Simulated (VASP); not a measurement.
TePb, 2 atoms in the cell. The structure is cubic, space group Fm-3m (No. 225). Conventional cell: a = 6.462 Å, b = 6.462 Å, c = 6.462 Å, α = 90.00°, β = 90.00°, γ = 90.00°. Pb (site symmetry m-3m) has 6 Te at 3.23 Å within 4.3 Å. Te (site symmetry m-3m) has 6 Pb at 3.23 Å within 4.3 Å. 

* Program: VASP 6.6.1
* Task: single point
* Functional: r2SCAN50
* Potentials or basis: VASP PAW PBE potentials, release 64 (Pb_d, Te)
* Cutoff: 520 eV
* k mesh: 4 × 4 × 4
* Occupations: fermi-dirac, width 0.05 eV
* Spin: no spin polarisation
* Dipole correction: no
* Grid for exact exchange (PRECFOCK): Normal
* Further INCAR settings: ALGO = Normal; EDIFF = 1e-06; NBANDS = 17
* Share of exact exchange: 0.5

Potentials or basis: VASP PAW PBE potentials, release 64 (Pb_d, Te).

The run is started by

```console
$ cat potpaw_PBE.64/Pb_d/POTCAR potpaw_PBE.64/Te/POTCAR > POTCAR
$ cp INCAR.step1 INCAR
$ mpirun -np 1 vasp_std > vasp.out
$ cp INCAR.step2 INCAR
$ mpirun -np 1 vasp_std > vasp.out
```

Hardware: 1 thread of AMD EPYC 7R43 64-Core Processor (Zen 3), with other jobs on the host.

Q: How long does it take, and how much memory?

A: Wall time 16 min on 1 thread of AMD EPYC 7R43 64-Core Processor (Zen 3) (shared host), peak memory 0.2 GiB. Counts: k points 8.
